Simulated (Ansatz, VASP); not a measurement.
# Two plane-wave programs on GaP

```
Ga P
1.0
     0.00000    2.72540    2.67089
     2.72540    0.00000    2.67089
     2.72540    2.72540    0.00000
Ga P
1 1
Direct
  0.00000 0.00000 0.00000
  0.25000 0.25000 0.25000
```

Change from the starting cell: uniaxial_z strain -2.0%.

Alike in both runs: task single point; functional r2SCAN; k mesh 8 × 8 × 8; no spin polarisation.

|  | VASP | Ansatz |
| --- | --- | --- |
| version | VASP 6.6.1 | Ansatz 0.2.0 |
| potentials or method | VASP PAW PBE potentials, release 64 (Ga_d, P) | plane waves, PAW |
| plane-wave cutoff (eV) | 520 | 500 |
| occupations | gaussian, width 0.01 eV | fixed |
| valence electrons in the cell | 18 | 18 |

```csv
,VASP,Ansatz,Ansatz less VASP
gap on the k mesh at the Fermi level (eV),1.66,1.66,-0.008
pressure (GPa),1.8,1.9,+0.05
"traceless stress, the component that is largest in VASP (GPa)",1.08,1.07,-0.017
```

VASP's potentials were made for PBE, not for r2SCAN.
